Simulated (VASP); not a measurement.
Wanted: the native input for a VASP 6.6.1 run.

- Task: single point
- Functional: PBE
- Potentials or basis: VASP PAW PBE potentials, release 64 (W_sv, Se)
- Cutoff: 500 eV
- k mesh: 4 × 4 × 4
- Occupations: gaussian, width 0.1 eV
- Spin: no spin polarisation
- Dipole correction: no
- Further INCAR settings: ALGO = Normal; EDIFF = 1e-06; NBANDS = 20

The structure of WSe2 lies in POSCAR:

```
WSe2
1.0
    0.0000000000      3.5211012700      3.5211012700
    3.5211012700      0.0000000000      3.5211012700
    3.5211012700      3.5211012700      0.0000000000
W Se
1 2
Direct
    0.5000000000      0.5000000000      0.5000000000
    0.2500000000      0.2500000000      0.2500000000
    0.0000000000      0.0000000000      0.0000000000
```

The cell was generated, and may not be a known phase.

These files were run (other wordings do the same):

INCAR

```
PREC     = Accurate       # precision mode
ENCUT    = 500            # plane-wave cutoff, eV
EDIFF    = 1E-6           # SCF threshold, eV
ISMEAR   = 0              # smearing method
SIGMA    = 0.1            # smearing width, eV
LREAL    = False          # projectors in reciprocal space
LASPH    = True           # aspherical terms in the spheres
NELM     = 120            # most SCF steps
ALGO     = Normal         # electronic algorithm
ISIF     = 2              # what is computed and relaxed
LWAVE    = False          # write WAVECAR
LCHARG   = False          # write CHGCAR
GGA      = PE             # functional
NBANDS   = 20             # bands
GGA_COMPAT= False
```

KPOINTS

```
regular mesh
0
Gamma
  4 4 4
```

Potentials or basis: VASP PAW PBE potentials, release 64 (W_sv, Se).

Launch:

```bash
$ cat potpaw_PBE.64/W_sv/POTCAR potpaw_PBE.64/Se/POTCAR > POTCAR
$ mpirun -np 1 vasp_std > vasp.out
```

It gave:

```
Pressure               : -16.1 GPa
Band gap on the k mesh : zero (bands 13 and 14 overlap by 0.89 eV)
```

Caveat: the k points lie up to 0.39 Å⁻¹ apart, too coarse for converged energies and pressures of a metal; spin-orbit coupling is left out, which moves the levels of the heavy elements.

Run time: 27 s on 1 thread of Intel Xeon 8259CL, on a shared host, peak memory 0.2 GiB.
